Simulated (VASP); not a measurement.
# SiO2 (P4_2/mnm) in VASP: notebook

The runs below take SiO2 through single point, with LDA.

Program: VASP 6.6.1. These are calculated values, not measurements. Logs are shortened: lines on timing, memory, paths and dates and some standing lists are left out, and cuts for length are marked.

## Step 1: The cell of the first run

Symmetry: P4_2/mnm, No. 136, tetragonal system. Conventional cell: a = 4.255 Å, b = 4.255 Å, c = 2.789 Å, α = 90.00°, β = 90.00°, γ = 90.00°. Within 2.4 Å of Si (site symmetry mmm) lie 6 O at 1.82 to 1.84 Å. Within 2.4 Å of O (site symmetry m2m) lie 3 Si at 1.82 to 1.84 Å and 1 O at 2.34 Å.

## Step 2: Single point, LDA

Contents of INCAR:

```
SYSTEM = SiO2
PREC = Accurate
ENCUT = 520
EDIFF = 1E-7
ISMEAR = 0
SIGMA = 0.05
LREAL = .FALSE.
LASPH = .TRUE.
NELM = 100
ALGO = Normal
ISIF = 2
LWAVE = .FALSE.
LCHARG = .FALSE.
GGA = CA
NBANDS = 25
```

Contents of KPOINTS:

```
Automatic mesh
0
G
  6 6 8
  0 0 0
```

Contents of POSCAR:

```
SiO2
1.0
    4.2549000000      0.0000000000      0.0000000000
    0.0000000000      4.2549000000      0.0000000000
    0.0000000000      0.0000000000      2.7891000000
Si O
2 4
Direct
    0.5000000000      0.5000000000      0.5000000000
    0.0000000000      0.0000000000      0.0000000000
    0.6944252994      0.6944252994      0.0000000000
    0.1944252994      0.8055747006      0.5000000000
    0.3055747006      0.3055747006      0.0000000000
    0.8055747006      0.1944252994      0.5000000000
```

Potentials or basis: VASP PAW LDA potentials, release 64 (Si, O).

The run is started by

```bash
$ cat potpaw_LDA.64/Si/POTCAR potpaw_LDA.64/O/POTCAR > POTCAR
$ mpirun -np 1 vasp_std > vasp.out
```

OUTCAR:

```text
SYSTEM = SiO2
   PREC = Accurate
   ENCUT = 520
   EDIFF = 1E-7
   ISMEAR = 0
   LREAL = .FALSE.
   LASPH = .TRUE.
   NELM = 100
   ISIF = 2
   GGA = CA

 ion  position               nearest neighbor table
   1  0.500  0.500  0.500-   3 1.82   5 1.82   3 1.82   5 1.82   4 1.84   6 1.84
   2  0.000  0.000  0.000-   4 1.82   6 1.82   4 1.82   6 1.82   5 1.84   3 1.84
   3  0.694  0.694  0.000-   1 1.82   1 1.82   2 1.84
   4  0.194  0.806  0.500-   2 1.82   2 1.82   1 1.84
   5  0.306  0.306  0.000-   1 1.82   1 1.82   2 1.84
   6  0.806  0.194  0.500-   2 1.82   2 1.82   1 1.84

  LATTYP: Found a simple tetragonal cell.
 ALAT       =     4.2549000000
 C/A-ratio  =     0.6555030671

  Lattice vectors:

 A1 = (   4.2549000000,   0.0000000000,   0.0000000000)
 A2 = (   0.0000000000,   4.2549000000,   0.0000000000)
 A3 = (   0.0000000000,   0.0000000000,   2.7891000000)

Analysis of symmetry for initial positions (statically):
=====================================================================
 Subroutine PRICEL returns:
 Original cell was already a primitive cell.

 Routine SETGRP: Setting up the symmetry group for a
 simple tetragonal supercell.

 Subroutine GETGRP returns: Found 16 space group operations
 (whereof  8 operations were pure point group operations)
 out of a pool of 16 trial point group operations.

The static configuration has the point symmetry D_2h.
 The point group associated with its full space group is D_4h.

Analysis of symmetry for dynamics (positions and initial velocities):
=====================================================================
 Subroutine PRICEL returns:
 Original cell was already a primitive cell.

 Routine SETGRP: Setting up the symmetry group for a
 simple tetragonal supercell.

 Subroutine GETGRP returns: Found 16 space group operations
 (whereof  8 operations were pure point group operations)
 out of a pool of 16 trial point group operations.

The dynamic configuration has the point symmetry D_2h.
 The point group associated with its full space group is D_4h.

 Subroutine INISYM returns: Found 16 space group operations
 (whereof  8 operations are pure point group operations),
 and found     1 'primitive' translations

----------------------------------------------------------------------------------------

                                     Primitive cell

  volume of cell :      50.4944

  direct lattice vectors                    reciprocal lattice vectors
     4.254900000  0.000000000  0.000000000     0.235023150  0.000000000  0.000000000
     0.000000000  4.254900000  0.000000000     0.000000000  0.235023150  0.000000000
     0.000000000  0.000000000  2.789100000     0.000000000  0.000000000  0.358538597

  length of vectors
     4.254900000  4.254900000  2.789100000     0.235023150  0.235023150  0.358538597

  position of ions in fractional coordinates (direct lattice)
     0.500000000  0.500000000  0.500000000
     0.000000000  0.000000000  0.000000000
     0.694425299  0.694425299  0.000000000
     0.194425299  0.805574701  0.500000000
     0.305574701  0.305574701  0.000000000
     0.805574701  0.194425299  0.500000000

  ion indices of the primitive-cell ions
   primitive index   ion index
                 1           1
                 2           2
                 3           3
                 4           4
                 5           5
                 6           6

----------------------------------------------------------------------------------------

 KPOINTS: Automatic mesh

Automatic generation of k-mesh.
 Grid dimensions read from file:
 generate k-points for:    6    6    8

 Generating k-lattice:

  Cartesian coordinates                     Fractional coordinates (reciprocal lattice)
     0.039170525  0.000000000  0.000000000     0.166666667  0.000000000  0.000000000
     0.000000000  0.039170525  0.000000000     0.000000000  0.166666667  0.000000000
     0.000000000  0.000000000  0.044817325     0.000000000  0.000000000  0.125000000

  Length of vectors
     0.039170525  0.039170525  0.044817325

  Shift w.r.t. Gamma in fractional coordinates (k-lattice)
     0.000000000  0.000000000  0.000000000

 Subroutine IBZKPT returns following result:
 ===========================================

 Found     50 irreducible k-points:

 Following reciprocal coordinates:
            Coordinates               Weight
  0.000000  0.000000  0.000000      1.000000
  0.166667  0.000000  0.000000      4.000000
  0.333333  0.000000  0.000000      4.000000
  0.500000  0.000000  0.000000      2.000000
  0.166667  0.166667  0.000000      4.000000
  0.333333  0.166667  0.000000      8.000000
[... 16 lines left out ...]
  0.333333  0.000000  0.250000      8.000000
  0.500000  0.000000  0.250000      4.000000
 [... further k-points ...]
   k-points           NKPTS =     50   k-points in BZ     NKDIM =     50   number of bands    NBANDS=     25
   number of dos      NEDOS =    301   number of ions     NIONS =      6
   total plane-waves  NPLWV =  24576
   dimension x,y,z NGX =    32 NGY =   32 NGZ =   24
   dimension x,y,z NGXF=    64 NGYF=   64 NGZF=   48
   ions per type =               2   4
   NGX,Y,Z   is equivalent  to a cutoff of  12.50, 12.50, 14.31 a.u.
   NGXF,Y,Z  is equivalent  to a cutoff of  25.01, 25.01, 28.61 a.u.
 SYSTEM =  SiO2
   PREC   = accura    normal or accurate (medium, high low for compatibility)
   ISTART =      0    job   : 0-new  1-cont  2-samecut
   ICHARG =      2    charge: 1-file 2-atom 10-const
   ISPIN  =      1    spin polarized calculation?
   LNONCOLLINEAR =      F non collinear calculations
   LSORBIT =      F    spin-orbit coupling
   LASPH  =      T    aspherical Exc in radial PAW
   ENCUT  =  520.0 eV  38.22 Ry    6.18 a.u.   7.91  7.91  5.19*2*pi/ulx,y,z
   NELM   =    100;   NELMIN=  2; NELMDL= -5     # of ELM steps
   EDIFF  = 0.1E-06   stopping-criterion for ELM
   LREAL  =      F    real-space projection
   EDIFFG = 0.1E-05   stopping-criterion for IOM
   NSW    =      0    number of steps for IOM
   IBRION =     -1    ionic relax: 0-MD 1-quasi-New 2-CG
   NFREE  =      0    steps in history (QN), initial steepest desc. (CG)
   ISIF   =      2    stress and relaxation
   ISYM   =      2    0-nonsym 1-usesym 2-fastsym
   POTIM  = 0.5000    time-step for ionic-motion
   TEBEG  =    0.0;   TEEND  =   0.0 temperature during run
   PSTRESS=    0.0 pullay stress
   NELECT =      32.0000    total number of electrons
   NUPDOWN=      -1.0000    fix difference up-down
   EMIN   =  10.00;   EMAX   =-10.00  energy-range for DOS
   EFERMI =   0.00;   METHOD = LEGACY
   ISMEAR =     0;   SIGMA  =   0.05  broadening in eV -4-tet -1-fermi 0-gaus
   EFERMI_NEDOS =   21; number of points for ismear=-14 and -15
   IALGO  =     38    algorithm
   IMIX   =      4    mixing-type and parameters
     AMIX     =   0.40;   BMIX     =  1.00
     AMIX_MAG =   1.60;   BMIX_MAG =  1.00
  volume/ion in A,a.u.               =       8.42        56.79
  Fermi-wavevector in a.u.,A,eV,Ry     =   1.406190  2.657313 26.903742  1.977369
  Thomas-Fermi vector in A             =   2.528575
   LORBIT       =      0    0 simple, 1 ext, 2 COOP (PROOUT), +10 PAW based schemes
   GGA     = CA    functional components
   LHFCALC =     F    Hartree Fock is set to
   AEXX    =    0.0000 exact exchange contribution
   IVDW    =     0    specifies the selected vdW correction
   LEPSILON=     F    determine dielectric tensor
   LRPA    =     F    only Hartree local field effects (RPA)
 non-spin polarized calculation
 Gauss-broadening in eV      SIGMA  =   0.05
  energy-cutoff  :      520.00
  volume of cell :       50.49
 maximum number of plane-waves:      1384
 NGX is ok and might be reduce to    32
   NGX = 15   NGY = 15   NGZ = 11

 number of electron      32.0000026 magnetization

 Free energy of the ion-electron system (eV)
  ---------------------------------------------------
  ext. energy  EPLUGINS =         0.00000000
  ---------------------------------------------------
  free energy    TOTEN  =       -51.55983257 eV

  energy without entropy =      -51.55983257  energy(sigma->0) =      -51.55983257

 E-fermi :   7.3483     XC(G=0): -12.3345

 val. band max:        7.0422552406   @ k =   0.0000   0.0000   0.0000
 cond. band min:      11.1371650642   @ k =   0.0000   0.0000   0.0000
 fundamental gap:      4.0949098236
 Fermi energy:         7.3483054500

 k-point     1 :       0.0000    0.0000    0.0000
  band No.  band energies     occupation
      1     -14.5235      2.00000
      2     -11.1405      2.00000
      3     -11.1405      2.00000
      4     -10.8617      2.00000
      5      -3.4435      2.00000
      6       1.0683      2.00000
[... 17 lines left out ...]
     24      20.2222      0.00000
     25      21.5052      0.00000

 k-point     2 :       0.1667    0.0000    0.0000
  band No.  band energies     occupation
      1     -14.3854      2.00000
      2     -11.7267      2.00000
      3     -11.0721      2.00000
      4     -10.5701      2.00000
      5      -3.2228      2.00000
      6       0.3469      2.00000
[... 17 lines left out ...]
     24      19.7297      0.00000
     25      21.4851      0.00000

 k-point     3 :       0.3333    0.0000    0.0000
  band No.  band energies     occupation
      1     -13.9819      2.00000
      2     -12.5564      2.00000
      3     -10.8890      2.00000
      4     -10.5023      2.00000
      5      -2.6308      2.00000
      6      -0.7557      2.00000
[... 17 lines left out ...]
     24      19.8827      0.00000
     25      20.3828      0.00000

 k-point     4 :       0.5000    0.0000    0.0000
  band No.  band energies     occupation
      1     -13.3489      2.00000
      2     -13.3489      2.00000
      3     -10.6592      2.00000
      4     -10.6592      2.00000
      5      -1.7827      2.00000
      6      -1.7827      2.00000
[... 17 lines left out ...]
     24      19.0983      0.00000
     25      20.9359      0.00000

 k-point     5 :       0.1667    0.1667    0.0000
  band No.  band energies     occupation
      1     -14.2509      2.00000
      2     -11.8950      2.00000
      3     -11.2282      2.00000
      4     -10.4911      2.00000
      5      -2.9856      2.00000
      6       0.1959      2.00000
[... 17 lines left out ...]
     24      19.6441      0.00000
     25      21.5419      0.00000

 k-point     6 :       0.3333    0.1667    0.0000
  band No.  band energies     occupation
      1     -13.8597      2.00000
      2     -12.5242      2.00000
      3     -11.1205      2.00000
      4     -10.5768      2.00000
      5      -2.3651      2.00000
      6      -0.5855      2.00000
[... 17 lines left out ...]
     24      19.8009      0.00000
     25      20.4508      0.00000
[... 393 lines left out ...]
 k-point    21 :       0.0000    0.0000    0.2500
  band No.  band energies     occupation
      1     -13.8030      2.00000
      2     -10.9547      2.00000
      3     -10.8282      2.00000
      4     -10.8282      2.00000
      5      -3.2500      2.00000
      6       0.5557      2.00000
[... 17 lines left out ...]
     24      19.8979      0.00000
     25      20.1328      0.00000

 k-point    22 :       0.1667    0.0000    0.2500
  band No.  band energies     occupation
      1     -13.6774      2.00000
      2     -11.4135      2.00000
      3     -10.7883      2.00000
      4     -10.5996      2.00000
      5      -2.9793      2.00000
      6       0.1168      2.00000
[... 17 lines left out ...]
     24      19.6690      0.00000
     25      20.2258      0.00000

 k-point    23 :       0.3333    0.0000    0.2500
  band No.  band energies     occupation
      1     -13.3137      2.00000
      2     -12.0790      2.00000
      3     -10.6872      2.00000
      4     -10.5209      2.00000
      5      -2.2622      2.00000
      6      -0.3393      2.00000
[... 17 lines left out ...]
     24      19.0051      0.00000
     25      20.0950      0.00000

 k-point    24 :       0.5000    0.0000    0.2500
  band No.  band energies     occupation
      1     -12.7542      2.00000
      2     -12.7542      2.00000
      3     -10.5748      2.00000
      4     -10.5748      2.00000
      5      -1.2921      2.00000
      6      -1.2921      2.00000
[... 17 lines left out ...]
     24      19.0072      0.00000
     25      19.9590      0.00000

 [... further k-points ...]
[... 5 lines left out ...]
  --------------------------------------------------------------------------------------
  -------------------------------------------------------------------------------------
  Total       -6.8108653     -6.8108653    -11.0087754      0.0000000      0.0000000      0.0000000
  in kB     -216.1076153   -216.1076153   -349.3066017      0.0000000      0.0000000      0.0000000
  external PRESSURE =    -260.5072774 kB  Pullay stress =       0.0000000 kB

 VOLUME and BASIS-vectors are now :
 -----------------------------------------------------------------------------
  energy-cutoff  :      520.00
  volume of cell :       50.49
      direct lattice vectors                 reciprocal lattice vectors
     4.254900000  0.000000000  0.000000000     0.235023150  0.000000000  0.000000000
     0.000000000  4.254900000  0.000000000     0.000000000  0.235023150  0.000000000
     0.000000000  0.000000000  2.789100000     0.000000000  0.000000000  0.358538597

 POSITION                                       TOTAL-FORCE (eV/Angst)
 -----------------------------------------------------------------------------------
      2.12745      2.12745      1.39455         0.000000      0.000000      0.000000
      0.00000      0.00000      0.00000         0.000000      0.000000      0.000000
      2.95471      2.95471      0.00000        -0.229282     -0.229282     -0.000000
      0.82726      3.42764      1.39455        -0.229282      0.229282      0.000000
      1.30019      1.30019      0.00000         0.229282      0.229282      0.000000
      3.42764      0.82726      1.39455         0.229282     -0.229282     -0.000000
 -----------------------------------------------------------------------------------
    total drift:                                0.000000      0.000000     -0.000000

  FREE ENERGIE OF THE ION-ELECTRON SYSTEM (eV)
  ---------------------------------------------------
  free  energy   TOTEN  =       -51.5598325651 eV

  energy  without entropy=      -51.5598325651  energy(sigma->0) =      -51.55983257
```

Run time: 38 s. Hardware: 1 thread of Intel Xeon 6975P-C, shared host; peak memory 0.17 GiB.

What came out:

```
Free energy            : -51.5598 eV
Pressure               : -26.1 GPa
Largest force          : 0.324 eV/Å
Band gap on the k mesh : 4.09 eV, direct
```

Forces in eV/Å, atoms in the order of the input:
```
Si   0.000  0.000  0.000
Si   0.000  0.000  0.000
O   -0.229 -0.229  0.000
O   -0.229  0.229  0.000
O    0.229  0.229  0.000
O    0.229 -0.229  0.000
```

Stress tensor (GPa, compression positive):
```
-21.61   0.00   0.00
  0.00 -21.61   0.00
  0.00   0.00 -34.93
```

Levels at points of the mesh, in eV from the valence-band top:
```
           k point  band 12  band 13  band 14  band 15  band 16  band 17  band 18  band 19  band 20  band 21
(0.00, 0.00, 0.00)    -3.06    -2.55    -0.83    -0.83     0.00     4.09     5.74     7.30     7.30    10.19
(0.50, 0.00, 0.00)    -3.59    -2.64    -2.64    -0.97    -0.97     6.36     6.36     7.92     7.92    10.50
(0.50, 0.50, 0.00)    -3.20    -2.63    -2.63    -1.98    -1.98     6.11     6.11     8.84     8.84    12.32
(0.00, 0.00, 0.50)    -4.40    -2.87    -2.87    -2.43    -2.43     7.85     7.85    11.56    11.56    11.85
(0.50, 0.00, 0.50)    -3.72    -2.09    -2.09    -1.59    -1.59     7.71     7.71     9.02     9.02    11.67
(0.50, 0.50, 0.50)    -4.24    -1.58    -1.58    -1.39    -1.39     6.09     6.09    10.25    10.25    11.02
```

A k mesh can miss the band edges.

## Step 3: Single point, LDA

This run uses another cell than the first one, of 8.47 Å³/atom, 1.007 times its volume.

Contents of INCAR:

```
SYSTEM = SiO2
PREC = Accurate ; ENCUT = 520
EDIFF = 1E-6 ; ISMEAR = 0
SIGMA = 0.05 ; LREAL = .FALSE.
LASPH = .TRUE. ; NELM = 60
ALGO = Normal ; ISIF = 2
LWAVE = .FALSE. ; LCHARG = .FALSE.
GGA = CA ; NBANDS = 25
```

KPOINTS is that of step 2.

POSCAR, as its differences from that of step 2:

```diff
@@ -2,5 +2,5 @@
 1.0
-    4.2549000000      0.0000000000      0.0000000000
-    0.0000000000      4.2549000000      0.0000000000
-    0.0000000000      0.0000000000      2.7891000000
+    4.1302000000      0.0000000000      0.0000000000
+    0.0000000000      4.1302000000      0.0000000000
+    0.0000000000      0.0000000000      2.9807000000
 Si O
```

Potentials or basis: VASP PAW LDA potentials, release 64 (Si, O).

The run is started by

```bash
$ cat potpaw_LDA.64/Si/POTCAR potpaw_LDA.64/O/POTCAR > POTCAR
$ mpirun -np 1 vasp_std > vasp.out
```

Run time: 37 s. Hardware: 1 thread of Intel Xeon 6975P-C, shared host; peak memory 0.17 GiB.

The run converged. Its results:

```
Free energy            : -50.9094 eV
Pressure               : -28.3 GPa
Largest force          : 0.413 eV/Å
Band gap on the k mesh : 3.65 eV, direct
```

Forces on the atoms (eV/Å):
```
Si   0.000  0.000  0.000
Si   0.000  0.000  0.000
O    0.292  0.292  0.000
O    0.292 -0.292  0.000
O   -0.292 -0.292  0.000
O   -0.292  0.292  0.000
```

Stress tensor (GPa, compression positive):
```
-13.94   0.00   0.00
  0.00 -13.94   0.00
  0.00   0.00 -57.12
```

Levels at points of the mesh, in eV from the valence-band top:
```tsv
k point	band 14	band 15	band 16	band 17	band 18	band 19
(0.00, 0.00, 0.00)	-0.65	-0.65	0.00	3.65	4.69	6.21
(0.50, 0.00, 0.00)	-2.66	-0.83	-0.83	5.78	5.78	6.99
(0.50, 0.50, 0.00)	-2.82	-1.54	-1.54	5.46	5.46	8.11
(0.00, 0.00, 0.50)	-2.95	-2.18	-2.18	7.92	7.92	11.28
(0.50, 0.00, 0.50)	-1.75	-1.37	-1.37	7.86	7.86	9.82
(0.50, 0.50, 0.50)	-1.19	-1.16	-1.16	6.27	6.27	10.68
```

Expect the measured gap to be larger: semilocal functionals such as LDA lack the derivative discontinuity.

(Continued in part 2 of 2.)
